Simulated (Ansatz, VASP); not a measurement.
# Ti: VASP beside Ansatz

```
CELL_PARAMETERS angstrom
2.93020 0.00000 0.00000
-1.46510 2.53763 0.00000
0.00000 0.00000 4.64859
ATOMIC_POSITIONS crystal
Ti 0.33333 0.66667 0.25000
Ti 0.66667 0.33333 0.75000
```

Alike in both runs: functional PBEsol; k mesh 13 × 13 × 7; occupations fermi-dirac, width 0.05 eV; no spin polarisation.

Ansatz relaxed the structure, and its values are those at the end. VASP's run is a single point on that final structure, the one shown.

|  | VASP | Ansatz |
| --- | --- | --- |
| version | VASP 6.6.1 | Ansatz 0.2.0 |
| potentials or method | VASP PAW PBE potentials, release 64 (Ti_sv) | plane-wave PAW, scalar-relativistic |
| plane-wave cutoff (eV) | 500 | 420 |
| valence electrons in the cell | 24 | 24 |

```csv
,VASP,Ansatz,Ansatz less VASP
pressure (GPa),-3.9,-3.7,+0.26
```

VASP's potentials were made for PBE, not for PBEsol. Ansatz's warnings: stress scf threshold loose.
